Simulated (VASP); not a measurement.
Wanted: the native input for a VASP 6.6.1 run.

```
Task                   : single point
Functional             : r2SCAN
Potentials or basis    : VASP PAW PBE potentials, release 64 (Pb_d)
Cutoff                 : 520 eV
k mesh                 : 14 × 14 × 14
Occupations            : gaussian, width 0.1 eV
Spin                   : no spin polarisation
Dipole correction      : no
Further INCAR settings : ALGO = Normal; EDIFF = 1e-07; NBANDS = 13
```

Crystal: Pb.

```
CELL_PARAMETERS angstrom
0.00000 2.54678 2.54678
2.54678 0.00000 2.54678
2.54678 2.54678 0.00000
ATOMIC_POSITIONS crystal
Pb 0.00000 0.00000 0.00000
```

This cell differs from its parent crystal: volume scaled by 1.06.

These files were run (other wordings do the same):

POSCAR

```
Pb
1.0
    0.0000000000      2.5467828656      2.5467828656
    2.5467828656      0.0000000000      2.5467828656
    2.5467828656      2.5467828656      0.0000000000
Pb
1
Direct
    0.0000000000      0.0000000000      0.0000000000
```

INCAR.step1

```
SYSTEM = Pb
PREC = Accurate
ENCUT = 520
ISMEAR = 0
SIGMA = 0.1
LREAL = .FALSE.
LASPH = .TRUE.
NELM = 100
NBANDS = 13
GGA = PE
ALGO = Normal
EDIFF = 1E-4
LWAVE = .TRUE.
LCHARG = .FALSE.
```

INCAR.step2

```
SYSTEM = Pb
PREC = Accurate
ENCUT = 520
EDIFF = 1E-7
ISMEAR = 0
SIGMA = 0.1
LREAL = .FALSE.
LASPH = .TRUE.
NELM = 100
ALGO = Normal
ISIF = 2
LWAVE = .FALSE.
LCHARG = .FALSE.
METAGGA = R2SCAN
LMIXTAU = .TRUE.
NBANDS = 13
ISTART = 1
```

KPOINTS

```
Automatic mesh
0
G
  14 14 14
  0 0 0
```

Potentials or basis: VASP PAW PBE potentials, release 64 (Pb_d).

The run is started by

```bash
$ cat potpaw_PBE.64/Pb_d/POTCAR > POTCAR
$ cp INCAR.step1 INCAR
$ mpirun -np 1 vasp_std > vasp.out
$ cp INCAR.step2 INCAR
$ mpirun -np 1 vasp_std > vasp.out
```

It gave:

```
Pressure               : -2.2 GPa
Band gap on the k mesh : zero (band 7 reaches 13.33 eV, above the bottom of band 8 at 4.88 eV)
```

Caveat: the PAW data sets were made with another functional, which shifts forces and pressure a little; spin-orbit coupling is left out, which moves the levels of the heavy elements.

Wall time 100 s on 1 thread of Intel(R) Xeon(R) 6975P-C (Granite Rapids), with other jobs on the host, peak memory 0.18 GiB.
